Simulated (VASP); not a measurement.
# H4C in VASP: a series of runs, part 2 of 2

VASP 6.6.1. Earlier steps stand in the parts before.

### 3 Single point, PBE+D3(BJ)

INCAR

```
SYSTEM = H4C
PREC = Accurate
ENCUT = 520
EDIFF = 1E-6
ISMEAR = -1
SIGMA = 0.05
LREAL = Auto
LASPH = .True.
NELM = 120
ALGO = Normal
ISIF = 2
LWAVE = .False.
LCHARG = .False.
GGA = PE
IVDW = 12
NBANDS = 58
GGA_COMPAT = .False.
```

KPOINTS

```
Automatic mesh
0
Gamma
  1 1 1
  0 0 0
```

POSCAR

```
H4C
1.0
    7.9581140000      0.0000000000      0.0000000000
    0.0000000000      7.9581140000      0.0000000000
    0.0000000000      0.0000000000      7.9581140000
C H
8 32
Direct
    0.7607958368      0.6651450331      0.7803733397
    0.4381942757      0.5157629056      0.0529899421
    1.0255193630      0.1600379185      0.1688716698
    0.7842310377      0.0775434984      0.6383673318
    0.2168227296      0.3370270896      0.7244178709
    0.2230427963      0.8449740730      0.4562387520
    0.5822108102      0.4043420338      0.4362717096
    0.6629208880      0.9192504656      0.2330074689
    0.8904245403      0.6538358209      0.8371455850
    0.6942474059      0.5488863316      0.8047761065
    0.7719165621      0.6697818101      0.6444994379
    0.7009324068      0.7689510354      0.8380503220
    0.5084496151      0.6266434484      0.0902852108
    0.3027727424      0.5243579069      0.0794158013
    0.5069668517      0.4081243370      0.1062312000
    0.4569173048      0.5096936284     -0.0781717879
    0.9319419149      0.2612051046      0.1586179841
    1.1257818121      0.1918545022      0.2581390515
    1.0842770033      0.1598745632      0.0414922430
    0.9667617227      0.0348826368      0.1875570016
    0.8538580875      0.1558409442      0.5529702138
    0.8475123629      0.0347821104      0.7542490595
    0.7625047844     -0.0448850067      0.5728367299
    0.6638381908      0.1274296900      0.6764919427
    0.1775923290      0.3671095941      0.8474244023
    0.2007008193      0.2116833209      0.6894095762
    0.3567553820      0.3645336068      0.7118018164
    0.1510910751      0.4246860500      0.6417977928
    0.3474692622      0.8650919049      0.5099700758
    0.1672758143      0.7235131339      0.4948157315
    0.2392149698      0.8535062453      0.3169469550
    0.1354466649      0.9519969179      0.4849013221
    0.6507446362      0.4325271038      0.5508214635
    0.4658892798      0.4789828344      0.4301019061
    0.5457197522      0.2726651063      0.4314213141
    0.6407548321      0.4395513811      0.3225136006
    0.7644650479      0.8457782836      0.3005108999
    0.5481575157      0.8468589417      0.2414516806
    0.6925007609      0.9492198780      0.1056406078
    0.6478168068      1.0393040361      0.3078995853
```

Potentials or basis: VASP PAW PBE potentials, release 64 (C, H).

Command:

```console
cat potpaw_PBE.64/C/POTCAR potpaw_PBE.64/H/POTCAR > POTCAR
mpirun -np 1 vasp_gam > vasp.out
```

OUTCAR:

```text
SYSTEM = H4C
   PREC = Accurate
   ENCUT = 520
   EDIFF = 1E-6
   ISMEAR = -1
   LREAL = Auto
   LASPH = .True.
   NELM = 120
   ISIF = 2
   GGA = PE
   IVDW = 12
 IVDW          = 12

 ion  position               nearest neighbor table
   1  0.761  0.665  0.780-  12 1.06  10 1.08  11 1.09   9 1.13
   2  0.438  0.516  0.053-  16 1.06  13 1.09  14 1.10  15 1.10
   3  0.026  0.160  0.169-  18 1.10  17 1.10  20 1.11  19 1.12
   4  0.784  0.078  0.638-  21 1.08  24 1.08  22 1.10  23 1.12
   5  0.217  0.337  0.724-  26 1.04  25 1.06  28 1.09  27 1.14
[... 336 lines left out ...]
  Total      -1.30183     0.78306     4.70065     1.71960     0.74188    -1.85275
  in kB      -4.13841     2.48928    14.94300     5.46649     2.35839    -5.88977
  external pressure =        4.43 kB  Pullay stress =        0.00 kB

 VOLUME and BASIS-vectors are now :
 -----------------------------------------------------------------------------
  energy-cutoff  :      520.00
  volume of cell :      504.00
      direct lattice vectors                 reciprocal lattice vectors
     7.958114000  0.000000000  0.000000000     0.125657913  0.000000000  0.000000000
     0.000000000  7.958114000  0.000000000     0.000000000  0.125657913  0.000000000
     0.000000000  0.000000000  7.958114000     0.000000000  0.000000000  0.125657913

 POSITION                                       TOTAL-FORCE (eV/Angst)
 -----------------------------------------------------------------------------------
      6.05450      5.29330      6.21030         1.828271     -1.321069      0.155286
      3.48720      4.10450      0.42170         0.402923     -0.041338      0.640923
      0.20309      1.27360      1.34390         0.264663     -0.012348     -1.273290
      6.24100      0.61710      5.08020        -0.160424     -2.190229      0.344989
      1.72550      2.68210      5.76500         2.107673      2.008471     -0.946875
      1.77500      6.72440      3.63080        -0.676340      0.692306     -0.879239
[... 32 lines left out ...]
      5.51100      7.55400      0.84070         0.334604      0.049721     -0.815560
      5.15540      0.31279      2.45030         0.020844     -0.864001     -0.689502
 -----------------------------------------------------------------------------------
    total drift:                               -0.003776      0.009521      0.016217

  FREE ENERGIE OF THE ION-ELECTRON SYSTEM (eV)
  ---------------------------------------------------
  free  energy   TOTEN  =      -192.3839249721 eV

  energy  without entropy=     -192.3839249720  energy(sigma->0) =     -192.38392497
```

OSZICAR:

```text
N       E                     dE             d eps       ncg     rms          rms(c)
DAV:   1     0.353977037910E+03    0.35398E+03   -0.27276E+04   116   0.910E+02
DAV:   2    -0.155394404401E+03   -0.50937E+03   -0.48243E+03   150   0.205E+02
DAV:   3    -0.215511596412E+03   -0.60117E+02   -0.59723E+02   152   0.720E+01
DAV:   4    -0.217417905136E+03   -0.19063E+01   -0.19026E+01   152   0.155E+01
DAV:   5    -0.217464004017E+03   -0.46099E-01   -0.46081E-01   152   0.228E+00    0.247E+01
DAV:   6    -0.194821628311E+03    0.22642E+02   -0.40864E+01   136   0.187E+01    0.115E+01
DAV:   7    -0.192062482585E+03    0.27591E+01   -0.74270E+00   144   0.809E+00    0.687E+00
DAV:   8    -0.191412764264E+03    0.64972E+00   -0.20821E+00   144   0.447E+00    0.277E+00
DAV:   9    -0.191311312490E+03    0.10145E+00   -0.24252E-01   136   0.147E+00    0.911E-01
DAV:  10    -0.191323109002E+03   -0.11797E-01   -0.64280E-02   136   0.794E-01    0.217E-01
DAV:  11    -0.191327337756E+03   -0.42288E-02   -0.24639E-03   120   0.269E-01    0.210E-01
DAV:  12    -0.191327574623E+03   -0.23687E-03   -0.13928E-03   136   0.173E-01    0.109E-01
DAV:  13    -0.191327499387E+03    0.75236E-04   -0.82441E-04   120   0.101E-01    0.525E-02
DAV:  14    -0.191327420468E+03    0.78919E-04   -0.17556E-04   120   0.578E-02    0.193E-02
DAV:  15    -0.191327412488E+03    0.79796E-05   -0.48967E-05   152   0.307E-02    0.181E-02
DAV:  16    -0.191327406912E+03    0.55759E-05   -0.10184E-05   152   0.122E-02    0.853E-03
DAV:  17    -0.191327405347E+03    0.15647E-05   -0.32740E-06   136   0.692E-03    0.304E-03
DAV:  18    -0.191327404825E+03    0.52188E-06   -0.53014E-07   104   0.290E-03
   1 F= -.19238392E+03 E0= -.19238392E+03  d E =-.115375E-09
```

stdout:

```text
POSCAR found type information on POSCAR C H
 POSCAR found :  2 types and      40 ions
 scaLAPACK will be used
 LDA part: xc-table for (Slater+PW92), standard interpolation
 POSCAR, INCAR and KPOINTS ok, starting setup
 FFT: planning ... GRIDC
 FFT: planning ... GRID_SOFT
 FFT: planning ... GRID
 WAVECAR not read
 entering main loop
```

It took 80 s on 1 thread of AMD EPYC 9R45 (Zen 5), shared host; peak memory 0.46 GiB.

What came out:

```yaml
Free_energy: -192.3839 eV
Pressure: 0.4 GPa
Largest_force: 3.062 eV/Å
Band_gap_on_the_k_mesh: 6.99 eV
Dispersion_energy_per_atom: -0.026 eV
```

Forces in eV/Å, atoms in the order of the input:
```
C    1.828 -1.321  0.155
C    0.403 -0.041  0.641
C    0.265 -0.012 -1.273
C   -0.160 -2.190  0.345
C    2.108  2.008 -0.947
C   -0.676  0.692 -0.879
C   -1.477  0.094  0.534
C    0.523  0.418  2.234
H   -0.781  0.031 -0.449
H   -0.224 -0.253  0.393
H    0.066  0.533 -0.261
H   -0.740  0.972  0.214
H   -0.173  0.400  0.393
H    0.352 -0.167  0.296
H   -0.647 -0.034  0.093
H   -0.086 -0.140 -1.453
H   -0.103 -0.166  0.432
H   -0.279 -0.154  0.151
H   -0.068 -0.197  0.451
H    0.280  0.633  0.224
H    0.406  0.566  0.046
H    0.395  0.624 -0.253
H   -0.121  0.683  0.122
H   -0.390  0.393 -0.112
H   -0.347 -0.071  1.383
H   -0.591 -1.768 -0.386
H   -1.195 -0.138  0.177
H   -0.101 -0.115 -0.355
H    0.021 -0.008  0.337
H    0.221  0.365 -0.147
H   -0.115 -0.412  0.524
H    0.551 -0.688  0.213
H    0.238  0.034 -0.045
H   -0.061 -0.060  0.415
H    0.040 -0.216  0.037
H    1.278  0.187 -0.885
H   -0.584  0.474 -0.813
H   -0.408 -0.142 -0.046
H    0.335  0.050 -0.816
H    0.021 -0.864 -0.690
```

Levels at points of the mesh, in eV from the valence-band top:
```csv
k point,band 28,band 29,band 30,band 31,band 32,band 33,band 34,band 35,band 36,band 37
"(0.00, 0.00, 0.00)",-0.35,-0.32,-0.21,-0.08,0.00,6.99,8.82,9.01,9.11,9.30
```

Caveat: the k points lie up to 0.79 Å⁻¹ apart.

### 4 Single point, PBE+D3(BJ)

INCAR

```
ALGO = Normal
EDIFF = 1E-6
ENCUT = 520
GGA = PE
GGA_COMPAT = F
ISIF = 2
ISMEAR = -1
IVDW = 12
LASPH = T
LCHARG = T
LELF = T
LREAL = Auto
LVHAR = T
LWAVE = F
NBANDS = 58
NELM = 120
PREC = Accurate
SIGMA = 0.05
```

KPOINTS

```
k-points
0
Gamma
  1 1 1
```

POSCAR

```
H4C
1.0
    7.9581140000      0.0000000000      0.0000000000
    0.0000000000      7.9581140000      0.0000000000
    0.0000000000      0.0000000000      7.9581140000
C H
8 32
Direct
    0.7694034039      0.6421496350      0.7626932713
    0.4032613757      0.5031971143      0.0535428369
    1.0359238382      0.1831212772      0.1400206129
    0.7793178132      0.0381623083      0.6208254870
    0.1737220653      0.2886487929      0.7170417513
    0.2295016131      0.8326093343      0.4444394740
    0.5730880457      0.4176240753      0.4229268392
    0.6614381247      0.9094868458      0.2147996372
    0.8708219058      0.5811678496      0.8333884134
    0.6469372015      0.5838820605      0.7754601153
    0.8044619617      0.6200966711      0.6282016066
    0.7486070192      0.7691395223      0.8053290013
    0.4748109916      0.6201343685      0.0810870515
    0.2815365550      0.4801263214      0.1167487674
    0.4774498078      0.3868504523      0.0574759296
    0.3730155160      0.5143304054     -0.0849950126
    0.9334372441      0.2674628687      0.0832358018
    1.1203533903      0.2213589803      0.2427208256
    1.1280436546      0.1588316026      0.0360512554
    0.9899958709      0.0691369840      0.1941540420
    0.8023886061      0.1154042277      0.5060244173
    0.8662228262     -0.0694511287      0.6032333792
    0.6603072034     -0.0330857286      0.6219815398
    0.7868572880      0.1067840948      0.7353878067
    0.1432751529      0.3201009686      0.8572005880
    0.1548859441      0.1603269317      0.6750720083
    0.2976333337      0.3359841289      0.6935437215
    0.0912779083      0.3713693973      0.6489854254
    0.2966406362      0.8074651858      0.5594541621
    0.2112309525      0.7148427379      0.3723495290
    0.3109530725      0.9196777025      0.3642697252
    0.1102019901      0.9033044764      0.4581487523
    0.6042260767      0.3894013079      0.5511481741
    0.4834436903      0.5209525775      0.4187801281
    0.5133754053      0.3103750461      0.3602486720
    0.6829004963      0.4566031600      0.3541542632
    0.7933286706      0.8735235509      0.2355080613
    0.5906927194      0.8170151873      0.2828182657
    0.6250852903      0.9310748753      0.0892171185
    0.6643408225      1.0228805468      0.2831952395
```

Command:

```console
cat potpaw_PBE.64/C/POTCAR potpaw_PBE.64/H/POTCAR > POTCAR
mpirun -np 1 vasp_gam > vasp.out
```

Run time: 84 s. Hardware: 1 thread of AMD EPYC 9R45 (Zen 5), shared host; peak memory 0.41 GiB.

Results (log left out):

| Quantity | Value |
| --- | --- |
| Free energy | -191.9422 eV |
| Pressure | 0.1 GPa |
| Largest force | 2.432 eV/Å |
| Band gap on the k mesh | 6.71 eV |
| Dispersion energy per atom | -0.026 eV |

Forces on the atoms (eV/Å):
```
C    0.292 -0.886 -0.826
C   -0.337  0.035 -1.955
C    0.854  0.636 -1.175
C    0.055 -1.411 -1.830
C   -0.734  1.118  2.031
C    0.327  1.065 -1.859
C   -0.749 -0.033 -0.430
C    1.536 -0.679  1.232
H   -0.352 -0.070  0.372
H   -0.169 -0.673  0.388
H   -0.174  0.855  0.537
H    0.451  0.573 -0.258
H   -0.419 -0.711  0.492
H    0.498  0.481  0.174
H    0.236  0.261  0.384
H    0.007  0.026  0.835
H    1.120 -0.611  1.251
H   -0.492  1.187 -0.018
H   -0.752 -0.353  0.487
H   -0.761 -0.958 -0.309
H   -0.635 -0.046  0.704
H    0.307  0.604  0.721
H   -0.248  0.692 -0.424
H    0.562  0.458  0.811
H    0.431 -0.946 -1.870
H    0.024 -0.315  0.303
H    0.906 -0.084 -0.183
H   -0.597  0.313 -0.600
H   -0.018 -0.020  0.605
H   -0.080  0.338  0.254
H   -0.534 -0.867  0.665
H    0.293 -0.529  0.344
H    0.162 -0.256  0.583
H   -0.170  0.218  0.107
H    0.155 -0.067  0.119
H    0.599  0.056 -0.312
H    0.064 -0.398 -0.831
H   -0.744 -0.389  0.097
H   -0.230 -0.085 -1.310
H   -0.683  1.470  0.694
```

Stress tensor (GPa, compression positive):
```
-0.15  0.45  0.34
 0.45  0.49 -0.02
 0.34 -0.02 -0.19
```

Levels at points of the mesh, in eV from the valence-band top:
```
           k point  band 28  band 29  band 30  band 31  band 32  band 33  band 34  band 35  band 36  band 37
(0.00, 0.00, 0.00)    -0.41    -0.38    -0.29    -0.06     0.00     6.71     8.63     8.68     8.92     9.00
```

Caveat: the k points lie up to 0.79 Å⁻¹ apart.
